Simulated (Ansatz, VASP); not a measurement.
## One calculation of Be4C, two programs

```
Be C
1.0
    -2.09193    2.09193    2.60517
     2.09193   -2.09193    2.60517
     2.09193    2.09193   -2.60517
Be C
4 1
Direct
  0.59809 0.20228 0.10565
  0.09663 0.49244 0.89435
  0.20228 0.09663 0.60419
  0.49244 0.59809 0.39581
  0.90184 0.90184 0.00000
```

Alike in both runs: task single point; functional PBE; k mesh 6 × 6 × 6; occupations gaussian, width 0.1 eV; collinear spin.

|  | VASP | Ansatz |
| --- | --- | --- |
| version | VASP 6.6.1 | Ansatz 0.2.0 |
| potentials or method | VASP PAW PBE potentials, release 64 (Be, C), cutoff 520 eV | scalar-relativistic, plane waves, PAW |
| valence electrons in the cell | 12 | 12 |

|  | VASP | Ansatz | Ansatz less VASP |
| --- | --- | --- | --- |
| gap on the k mesh at the Fermi level (eV) | none | none | - |
| pressure (GPa) | 10.5 | 10.3 | -0.15 |
| traceless stress, the component that is largest in VASP (GPa) | -16.00 | -15.87 | +0.130 |
| rms of the force components (eV/Å) | 3.512 | 3.504 | -0.0077 |
| net moment per atom (μB) | 0.00 | 0.00 | 0.000 |

Atom by atom the forces differ by 0.008 eV/Å (rms over components). A gap of «none» marks a metal or a gap that the smearing closes. Ansatz's warnings: seeded moment not kept.
